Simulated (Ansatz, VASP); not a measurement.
**One calculation of Zn, two programs**

```xyz
2
Lattice="4.3604 0.0000 0.0000 -2.1802 3.7762 0.0000 0.0000 0.0000 2.4128" Properties=species:S:1:pos:R:3 pbc="T T T"
Zn    0.0000    2.5175    0.0000
Zn    2.1802    1.2587    0.0000
```

Alike in both runs: functional PBEsol; k mesh 15 × 15 × 22; occupations gaussian, width 0.1 eV; no spin polarisation.

Ansatz relaxed the structure, and its values are those at the end. VASP's run is a single point on that final structure, the one shown.

|  | VASP | Ansatz |
| --- | --- | --- |
| version | VASP 6.6.1 | Ansatz 0.2.0 |
| potentials or method | VASP PAW PBE potentials, release 64 (Zn), cutoff 520 eV | scalar-relativistic, plane waves, PAW |
| valence electrons in the cell | 24 | 24 |

|  | VASP | Ansatz | Ansatz less VASP |
| --- | --- | --- | --- |
| gap on the k mesh at the Fermi level (eV) | none | none | - |
| pressure (GPa) | 0.5 | 0.0 | -0.55 |

VASP's potentials were made for PBE, not for PBEsol. A gap of «none» marks a metal or a gap that the smearing closes. With one functional, cell and mesh, what is left measures potentials, basis and numerics.
